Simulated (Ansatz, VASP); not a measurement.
Two plane-wave programs on Fe

```
Fe
1.0
     2.50883    0.00000    0.00000
    -1.25442    2.17271    0.00000
     0.00000    0.00000    8.58498
Fe
4
Cartesian
  0.0000 0.0000 0.0000
  0.0000 1.4485 2.1462
  0.0000 0.0000 4.2925
  1.2544 0.7242 6.4387
```

Alike in both runs: functional PBE; dispersion D3(BJ); k mesh 18 × 18 × 6; occupations gaussian, width 0.1 eV; collinear spin.

Ansatz relaxed the structure, and its values are those at the end. VASP's run is a single point on that final structure, the one shown.

```csv
,VASP,Ansatz
version,VASP 6.6.1,Ansatz 0.2.0
potentials or method,"VASP PAW PBE potentials, release 64 (Fe), cutoff 520 eV","scalar-relativistic, plane waves, PAW"
valence electrons in the cell,32,64
```

```tsv
	VASP	Ansatz	Ansatz less VASP
gap on the k mesh at the Fermi level (eV)	none	none	-
pressure (GPa)	-0.1	0.0	+0.11
net moment per atom (μB)	2.54	2.54	-0.008
size of the moment on the site where the two differ most (μB)	2.53	2.56	+0.031
```

Site moments also hang on the region over which each program counts them. A gap of «none» marks a metal or a gap that the smearing closes. VASP's potentials hold 32 valence electrons a cell and Ansatz's 64, so a difference there can come from the potentials and not from the codes.
